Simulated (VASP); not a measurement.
Here is a VASP 6.6.1 calculation.

INCAR

```
ALGO = Normal
EDIFF = 1E-6
ENCUT = 520
GGA = PE
ISIF = 2
ISMEAR = -1
LASPH = T
LCHARG = F
LREAL = F
LWAVE = F
NBANDS = 18
NELM = 100
PREC = Accurate
SIGMA = 0.08
```

File KPOINTS:

```
k-points
0
Gamma
  9 9 7
```

POSCAR

```
Si2Mo
1.0
    4.2089319041      0.0000000000      0.0000000000
   -2.1044659521      3.6450419518      0.0000000000
    0.0000000000      0.0000000000      2.5704117808
Mo Si
1 2
Direct
    0.0000000000      0.0000000000      0.0000000000
    0.3333333333      0.6666666667      0.5000000000
    0.6666666667      0.3333333333      0.5000000000
```

Potentials or basis: VASP PAW PBE potentials, release 64 (Mo_sv, Si).

Command:

```bash
$ cat potpaw_PBE.64/Mo_sv/POTCAR potpaw_PBE.64/Si/POTCAR > POTCAR
$ mpirun -np 1 vasp_std > vasp.out
```

What does it give for the pressure?

12.3 GPa.

What does it give for the band gap on the k mesh?

Zero (bands 11 and 12 overlap by 1.94 eV).

Stress tensor (GPa, compression positive):
```
12.27  0.00  0.00
 0.00 12.27  0.00
 0.00  0.00 12.42
```

Caveat: the cell stands under pressure.
